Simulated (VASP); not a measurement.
A run of VASP 6.6.1 is set up as follows.

Contents of INCAR:

```
SYSTEM = ZnCd2Te3
PREC = Accurate
ENCUT = 520
EDIFF = 1E-6
ISMEAR = 0
SIGMA = 0.1
LREAL = .FALSE.
LASPH = .TRUE.
NELM = 60
ALGO = Normal
ISIF = 2
LWAVE = .FALSE.
LCHARG = .FALSE.
GGA = PE
NBANDS = 36
```

KPOINTS

```
regular mesh
0
G
  12 12 6
  0 0 0
```

Contents of POSCAR:

```
ZnCd2Te3
1.0
    5.4960811227      0.0000000000      0.0000000000
   -2.7480405614      4.7597458735      0.0000000000
    0.0000000000      0.0000000000      6.3350472973
Zn Cd Te
1 2 3
Direct
    0.0000000000      0.0000000000      0.5000000000
    0.3333333333      0.6666666667      0.5000000000
    0.6666666667      0.3333333333      0.5000000000
    0.0000000000      0.0000000000      0.0000000000
    0.3333333333      0.6666666667      0.0000000000
    0.6666666667      0.3333333333      0.0000000000
```

Potentials or basis: VASP PAW PBE potentials, release 64 (Zn, Cd, Te).

Launch:

```console
$ cat potpaw_PBE.64/Zn/POTCAR potpaw_PBE.64/Cd/POTCAR potpaw_PBE.64/Te/POTCAR > POTCAR
$ mpirun -np 1 vasp_std > vasp.out
```

Q: Predict the pressure.

A: 0.0 GPa.

Q: Predict the band gap on the k mesh.

A: Zero (band 27 reaches 6.25 eV, above the bottom of band 28 at 3.44 eV).

Caveat: spin-orbit coupling is left out, which moves the levels of the heavy elements.
